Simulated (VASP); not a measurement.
# Ni (Fm-3m) in VASP: notebook

The runs below take Ni through single point, with LDA.

All numbers are computed with VASP 6.6.1; they aren't measurements. Logs are shortened: lines on timing, memory, paths and dates and some standing lists are left out, and cuts for length are marked.

### 1 The cell of the first run

The structure is cubic, space group Fm-3m (No. 225). Conventional cell: a = 3.425 Å, b = 3.425 Å, c = 3.425 Å, α = 90.00°, β = 90.00°, γ = 90.00°. Ni (site symmetry m-3m) has 12 Ni at 2.42 Å within 3.2 Å.

### 2 Single point, LDA, collinear spin, ferromagnetic start

INCAR reads:

```
SYSTEM = Ni
PREC = Accurate
ENCUT = 520
EDIFF = 1E-7
ISMEAR = -1
SIGMA = 0.1
LREAL = .FALSE.
LASPH = .TRUE.
NELM = 150
ALGO = Normal
ISIF = 2
LWAVE = .FALSE.
LCHARG = .FALSE.
ISPIN = 2
MAGMOM = 0.607
LORBIT = 11
LMAXMIX = 4
GGA = CA
NBANDS = 15
```

KPOINTS reads:

```
Automatic mesh
0
G
  16 16 16
  0 0 0
```

POSCAR reads:

```
Ni
1.0
    0.0000000000      1.7124646296      1.7124646296
    1.7124646296      0.0000000000      1.7124646296
    1.7124646296      1.7124646296      0.0000000000
Ni
1
Direct
    0.0000000000      0.0000000000      0.0000000000
```

Potentials or basis: VASP PAW LDA potentials, release 64 (Ni).

On the command line:

```console
$ cat potpaw_LDA.64/Ni/POTCAR > POTCAR
$ mpirun -np 1 vasp_std > vasp.out
```

OUTCAR:

```text
SYSTEM = Ni
   PREC = Accurate
   ENCUT = 520
   EDIFF = 1E-7
   ISMEAR = -1
   LREAL = .FALSE.
   LASPH = .TRUE.
   NELM = 150
   ISIF = 2
   ISPIN = 2
   LORBIT = 11
   GGA = CA

 ion  position               nearest neighbor table
   1  0.000  0.000  0.000-

  LATTYP: Found a face centered cubic cell.
 ALAT       =     3.4249292592

  Lattice vectors:

 A1 = (   0.0000000000,   1.7124646296,   1.7124646296)
 A2 = (   1.7124646296,   0.0000000000,   1.7124646296)
 A3 = (   1.7124646296,   1.7124646296,   0.0000000000)

Analysis of symmetry for initial positions (statically):
=====================================================================
 Subroutine PRICEL returns:
 Original cell was already a primitive cell.

 Routine SETGRP: Setting up the symmetry group for a
 face centered cubic supercell.

 Subroutine GETGRP returns: Found 48 space group operations
 (whereof 48 operations were pure point group operations)
 out of a pool of 48 trial point group operations.

The static configuration has the point symmetry O_h .

Analysis of symmetry for dynamics (positions and initial velocities):
=====================================================================
 Subroutine PRICEL returns:
 Original cell was already a primitive cell.

 Routine SETGRP: Setting up the symmetry group for a
 face centered cubic supercell.

 Subroutine GETGRP returns: Found 48 space group operations
 (whereof 48 operations were pure point group operations)
 out of a pool of 48 trial point group operations.

The dynamic configuration has the point symmetry O_h .

Analysis of structural, dynamic, and magnetic symmetry:
=====================================================================
 Subroutine PRICEL returns:
 Original cell was already a primitive cell.

 Routine SETGRP: Setting up the symmetry group for a
 face centered cubic supercell.

 Subroutine GETGRP returns: Found 48 space group operations
 (whereof 48 operations were pure point group operations)
 out of a pool of 48 trial point group operations.

The overall configuration has the point symmetry O_h .

 Subroutine INISYM returns: Found 48 space group operations
 (whereof 48 operations are pure point group operations),
 and found     1 'primitive' translations

----------------------------------------------------------------------------------------

                                     Primitive cell

  volume of cell :      10.0437

  direct lattice vectors                    reciprocal lattice vectors
     0.000000000  1.712464630  1.712464630    -0.291976833  0.291976833  0.291976833
     1.712464630  0.000000000  1.712464630     0.291976833 -0.291976833  0.291976833
     1.712464630  1.712464630  0.000000000     0.291976833  0.291976833 -0.291976833

  length of vectors
     2.421790704  2.421790704  2.421790704     0.505718710  0.505718710  0.505718710

  position of ions in fractional coordinates (direct lattice)
     0.000000000  0.000000000  0.000000000

  ion indices of the primitive-cell ions
   primitive index   ion index
                 1           1

----------------------------------------------------------------------------------------

 KPOINTS: Automatic mesh

Automatic generation of k-mesh.
 Grid dimensions read from file:
 generate k-points for:   16   16   16

 Generating k-lattice:

  Cartesian coordinates                     Fractional coordinates (reciprocal lattice)
    -0.018248552  0.018248552  0.018248552     0.062500000  0.000000000  0.000000000
     0.018248552 -0.018248552  0.018248552     0.000000000  0.062500000  0.000000000
     0.018248552  0.018248552 -0.018248552     0.000000000  0.000000000  0.062500000

  Length of vectors
     0.031607419  0.031607419  0.031607419

  Shift w.r.t. Gamma in fractional coordinates (k-lattice)
     0.000000000  0.000000000  0.000000000

 Subroutine IBZKPT returns following result:
 ===========================================

 Found    145 irreducible k-points:

 Following reciprocal coordinates:
            Coordinates               Weight
  0.000000  0.000000  0.000000      1.000000
  0.062500  0.000000  0.000000      8.000000
  0.125000  0.000000  0.000000      8.000000
  0.187500  0.000000  0.000000      8.000000
  0.250000  0.000000  0.000000      8.000000
  0.312500  0.000000  0.000000      8.000000
[... 16 lines left out ...]
 -0.125000  0.062500  0.000000     24.000000
 -0.062500  0.062500  0.000000     12.000000
 [... further k-points ...]
   k-points           NKPTS =    145   k-points in BZ     NKDIM =    145   number of bands    NBANDS=     15
   number of dos      NEDOS =    301   number of ions     NIONS =      1
   total plane-waves  NPLWV =   5832
   dimension x,y,z NGX =    18 NGY =   18 NGZ =   18
   dimension x,y,z NGXF=    36 NGYF=   36 NGZF=   36
   ions per type =               1
   NGX,Y,Z   is equivalent  to a cutoff of  12.36, 12.36, 12.36 a.u.
   NGXF,Y,Z  is equivalent  to a cutoff of  24.71, 24.71, 24.71 a.u.
 SYSTEM =  Ni
   PREC   = accura    normal or accurate (medium, high low for compatibility)
   ISTART =      0    job   : 0-new  1-cont  2-samecut
   ICHARG =      2    charge: 1-file 2-atom 10-const
   ISPIN  =      2    spin polarized calculation?
   LNONCOLLINEAR =      F non collinear calculations
   LSORBIT =      F    spin-orbit coupling
   LASPH  =      T    aspherical Exc in radial PAW
   ENCUT  =  520.0 eV  38.22 Ry    6.18 a.u.   4.50  4.50  4.50*2*pi/ulx,y,z
   NELM   =    150;   NELMIN=  2; NELMDL= -5     # of ELM steps
   EDIFF  = 0.1E-06   stopping-criterion for ELM
   LREAL  =      F    real-space projection
   EDIFFG = 0.1E-05   stopping-criterion for IOM
   NSW    =      0    number of steps for IOM
   IBRION =     -1    ionic relax: 0-MD 1-quasi-New 2-CG
   NFREE  =      0    steps in history (QN), initial steepest desc. (CG)
   ISIF   =      2    stress and relaxation
   ISYM   =      2    0-nonsym 1-usesym 2-fastsym
   POTIM  = 0.5000    time-step for ionic-motion
   TEBEG  =    0.0;   TEEND  =   0.0 temperature during run
   PSTRESS=    0.0 pullay stress
   NELECT =      10.0000    total number of electrons
   NUPDOWN=      -1.0000    fix difference up-down
   EMIN   =  10.00;   EMAX   =-10.00  energy-range for DOS
   EFERMI =   0.00;   METHOD = LEGACY
   ISMEAR =    -1;   SIGMA  =   0.10  broadening in eV -4-tet -1-fermi 0-gaus
   EFERMI_NEDOS =   21; number of points for ismear=-14 and -15
   IALGO  =     38    algorithm
   IMIX   =      4    mixing-type and parameters
     AMIX     =   0.40;   BMIX     =  1.00
     AMIX_MAG =   1.60;   BMIX_MAG =  1.00
  volume/ion in A,a.u.               =      10.04        67.78
  Fermi-wavevector in a.u.,A,eV,Ry     =   1.634719  3.089172 36.358952  2.672308
  Thomas-Fermi vector in A             =   2.726312
   LORBIT       =     11    0 simple, 1 ext, 2 COOP (PROOUT), +10 PAW based schemes
   GGA     = CA    functional components
   LHFCALC =     F    Hartree Fock is set to
   AEXX    =    0.0000 exact exchange contribution
   IVDW    =     0    specifies the selected vdW correction
   LEPSILON=     F    determine dielectric tensor
   LRPA    =     F    only Hartree local field effects (RPA)
 spin polarized calculation
  energy-cutoff  :      520.00
  volume of cell :       10.04
 maximum number of plane-waves:       290
 NGX is ok and might be reduce to    18
   NGX =  9   NGY =  9   NGZ =  9

 number of electron      10.0000000 magnetization       0.6070000

 number of electron       9.9999990 magnetization       0.5506352

 Free energy of the ion-electron system (eV)
  ---------------------------------------------------
  ext. energy  EPLUGINS =         0.00000000
  ---------------------------------------------------
  free energy    TOTEN  =        -6.60780524 eV

  energy without entropy =       -6.55455121  energy(sigma->0) =       -6.58117823

 E-fermi :  10.1985     XC(G=0): -14.0929

 val. band max:       10.1942968056   @ k =   0.3750   0.1250   0.0000
 cond. band min:      10.1992043715   @ k =  -0.4375   0.2500   0.1250
 fundamental gap:      0.0049075659
 Fermi energy:        10.1984627325

 spin component 1

 k-point     1 :       0.0000    0.0000    0.0000
  band No.  band energies     occupation
      1       0.6640      1.00000
      2       7.6832      1.00000
      3       7.6832      1.00000
      4       7.6832      1.00000
      5       8.9678      1.00000
      6       8.9678      1.00000
      7      34.6633      0.00000
      8      39.0591      0.00000
      9      39.0591      0.00000
     10      39.0591      0.00000
     11      42.3276      0.00000
     12      42.3276      0.00000
     13      42.3276      0.00000
     14      45.2848      0.00000
     15      52.2290      0.00000

 k-point     2 :       0.0625    0.0000    0.0000
  band No.  band energies     occupation
      1       0.8263      1.00000
      2       7.6373      1.00000
      3       7.7219      1.00000
      4       7.7219      1.00000
      5       8.9509      1.00000
      6       8.9509      1.00000
      7      34.2326      0.00000
      8      37.1933      0.00000
      9      38.7329      0.00000
     10      38.7329      0.00000
     11      42.8202      0.00000
     12      42.8202      0.00000
     13      43.2967      0.00000
     14      46.6605      0.00000
     15      50.7216      0.00000
[... 365 lines left out ...]
      3       7.8928      1.00000
      4       7.8947      1.00000
      5       8.7869      1.00000
      6       9.0287      0.99999
      7      31.0513      0.00000
      8      33.8830      0.00000
      9      37.6305      0.00000
     10      39.8223      0.00000
     11      41.7169      0.00000
     12      42.9880      0.00000
     13      46.1582      0.00000
     14      46.9375      0.00000
     15      49.8639      0.00000

 k-point    24 :      -0.0625    0.0625    0.0000
  band No.  band energies     occupation
      1       1.0935      1.00000
      2       7.5539      1.00000
      3       7.7778      1.00000
      4       7.7980      1.00000
      5       8.8707      1.00000
      6       8.9848      0.99999
      7      33.4777      0.00000
      8      35.4069      0.00000
      9      37.7041      0.00000
     10      39.6673      0.00000
     11      42.4410      0.00000
     12      42.4885      0.00000
     13      45.4706      0.00000
     14      48.1694      0.00000
     15      48.3758      0.00000

 [... further k-points ...]

 spin component 2

 k-point     1 :       0.0000    0.0000    0.0000
  band No.  band energies     occupation
      1       0.7089      1.00000
      2       8.2419      1.00000
      3       8.2419      1.00000
      4       8.2419      1.00000
      5       9.4909      0.99916
      6       9.4909      0.99916
      7      34.6555      0.00000
      8      39.1060      0.00000
      9      39.1060      0.00000
     10      39.1060      0.00000
     11      42.4866      0.00000
     12      42.4866      0.00000
     13      42.4866      0.00000
     14      45.2691      0.00000
     15      52.4060      0.00000

 k-point     2 :       0.0625    0.0000    0.0000
  band No.  band energies     occupation
      1       0.8714      1.00000
      2       8.1922      1.00000
      3       8.2817      1.00000
      4       8.2817      1.00000
      5       9.4731      0.99929
      6       9.4731      0.99929
      7      34.2560      0.00000
      8      37.2486      0.00000
      9      38.8010      0.00000
     10      38.8010      0.00000
     11      42.9549      0.00000
     12      42.9549      0.00000
     13      43.3837      0.00000
     14      46.6812      0.00000
     15      50.8893      0.00000
[... 365 lines left out ...]
      3       8.4509      1.00000
      4       8.4574      1.00000
      5       9.3025      0.99987
      6       9.5572      0.99836
      7      31.1736      0.00000
      8      33.9618      0.00000
      9      37.6749      0.00000
     10      39.8986      0.00000
     11      41.7708      0.00000
     12      43.1071      0.00000
     13      46.3340      0.00000
     14      46.9855      0.00000
     15      50.0843      0.00000

 k-point    24 :      -0.0625    0.0625    0.0000
  band No.  band energies     occupation
      1       1.1391      1.00000
      2       8.1033      1.00000
      3       8.3398      1.00000
      4       8.3578      1.00000
      5       9.3892      0.99969
      6       9.5086      0.99899
      7      33.5418      0.00000
      8      35.4865      0.00000
      9      37.7583      0.00000
     10      39.7171      0.00000
     11      42.5159      0.00000
     12      42.6430      0.00000
     13      45.5465      0.00000
     14      48.3353      0.00000
     15      48.4255      0.00000

 [... further k-points ...]
[... 5 lines left out ...]
  --------------------------------------------------------------------------------------
  -------------------------------------------------------------------------------------
  Total       -0.0111599     -0.0111599     -0.0111599      0.0000000      0.0000000      0.0000000
  in kB       -1.7802301     -1.7802301     -1.7802301      0.0000000      0.0000000      0.0000000
  external PRESSURE =      -1.7802301 kB  Pullay stress =       0.0000000 kB

 VOLUME and BASIS-vectors are now :
 -----------------------------------------------------------------------------
  energy-cutoff  :      520.00
  volume of cell :       10.04
      direct lattice vectors                 reciprocal lattice vectors
     0.000000000  1.712464630  1.712464630    -0.291976833  0.291976833  0.291976833
     1.712464630  0.000000000  1.712464630     0.291976833 -0.291976833  0.291976833
     1.712464630  1.712464630  0.000000000     0.291976833  0.291976833 -0.291976833

 POSITION                                       TOTAL-FORCE (eV/Angst)
 -----------------------------------------------------------------------------------
      0.00000      0.00000      0.00000         0.000000      0.000000      0.000000
 -----------------------------------------------------------------------------------
    total drift:                                0.000000     -0.000000     -0.000000

  FREE ENERGIE OF THE ION-ELECTRON SYSTEM (eV)
  ---------------------------------------------------
  free  energy   TOTEN  =        -6.6078052375 eV

  energy  without entropy=       -6.5545512130  energy(sigma->0) =       -6.58117823

 total charge

# of ion       s       p       d       tot
------------------------------------------
    1        0.534   0.571   8.368   9.473

 magnetization (x)

# of ion       s       p       d       tot
------------------------------------------
    1       -0.005  -0.017   0.572   0.550
```

Run time: 54 s. Hardware: 1 thread of Intel Xeon Platinum 8488C (Sapphire Rapids), shared host; peak memory 0.14 GiB.

Results:

| Item | Value |
| --- | --- |
| Free energy | -6.6078 eV |
| Pressure | -0.2 GPa |
| Net moment | 0.55 μB per cell |
| Site moments | Ni +0.55 μB |
| Valence electrons inside the program's atomic spheres | Ni 9.47 |

Levels at points of the mesh, in eV from the Fermi level:
Spin up:
| k point | band 3 | band 4 | band 5 | band 6 | band 7 | band 8 |
| --- | --- | --- | --- | --- | --- | --- |
| (0.00, 0.00, 0.00) | -2.52 | -2.52 | -1.23 | -1.23 | 24.46 | 28.86 |
| (0.50, 0.00, 0.00) | -2.53 | -0.44 | -0.44 | -0.39 | 6.35 | 22.95 |
| (0.50, 0.50, 0.00) | -0.42 | -0.26 | -0.26 | 2.52 | 10.05 | 15.55 |
Spin down:
| k point | band 3 | band 4 | band 5 | band 6 | band 7 | band 8 |
| --- | --- | --- | --- | --- | --- | --- |
| (0.00, 0.00, 0.00) | -1.96 | -1.96 | -0.71 | -0.71 | 24.46 | 28.91 |
| (0.50, 0.00, 0.00) | -2.03 | -0.35 | 0.16 | 0.16 | 6.70 | 22.93 |
| (0.50, 0.50, 0.00) | 0.13 | 0.38 | 0.38 | 2.58 | 10.31 | 15.62 |

### 3 Single point, LDA, collinear spin, ferromagnetic start

INCAR reads:

```
SYSTEM = Ni
ALGO = Normal
EDIFF = 1E-7
ENCUT = 520
ISIF = 2
ISMEAR = -1
ISPIN = 2
LASPH = .TRUE.
LCHARG = .TRUE.
LELF = .TRUE.
LMAXMIX = 4
LORBIT = 11
LREAL = .FALSE.
LVHAR = .TRUE.
LWAVE = .FALSE.
MAGMOM = 0.607
NBANDS = 15
NELM = 150
PREC = Accurate
SIGMA = 0.2
```

KPOINTS reads:

```
k-points
0
G
  16 16 16
  0 0 0
```

POSCAR is that of step 2.

Potentials or basis: VASP PAW LDA potentials, release 64 (Ni).

On the command line:

```console
$ cat potpaw_LDA.64/Ni/POTCAR > POTCAR
$ mpirun -np 1 vasp_std > vasp.out
```

Wall time 77 s (1 thread of Intel Xeon Platinum 8488C (Sapphire Rapids), shared host); peak memory 0.14 GiB.

It converged, with:

```
Free energy                                           : -6.6927 eV
Pressure                                              : 0.4 GPa
Net moment                                            : 0.07 μB per cell
Site moments                                          : Ni +0.07 μB
Valence electrons inside the program's atomic spheres : Ni 9.47
```

Levels at points of the mesh, in eV from the Fermi level:
Spin up:
```tsv
k point	band 1	band 2	band 3	band 4	band 5	band 6	band 7	band 8	band 9	band 10
(0.00, 0.00, 0.00)	-9.48	-2.23	-2.23	-2.23	-0.97	-0.97	24.49	28.91	28.91	28.91
(0.50, 0.00, 0.00)	-5.03	-2.28	-2.28	-0.34	-0.14	-0.14	6.54	22.97	26.08	26.08
(0.50, 0.50, 0.00)	-4.91	-4.29	-0.15	0.06	0.06	2.58	10.19	15.61	15.61	21.01
```
Spin down:
```tsv
k point	band 1	band 2	band 3	band 4	band 5	band 6	band 7	band 8	band 9	band 10
(0.00, 0.00, 0.00)	-9.48	-2.16	-2.16	-2.16	-0.90	-0.90	24.49	28.92	28.92	28.92
(0.50, 0.00, 0.00)	-4.98	-2.21	-2.21	-0.34	-0.07	-0.07	6.58	22.97	26.10	26.10
(0.50, 0.50, 0.00)	-4.87	-4.23	-0.08	0.14	0.14	2.58	10.23	15.62	15.62	21.04
```

(Continued in part 2 of 2.)
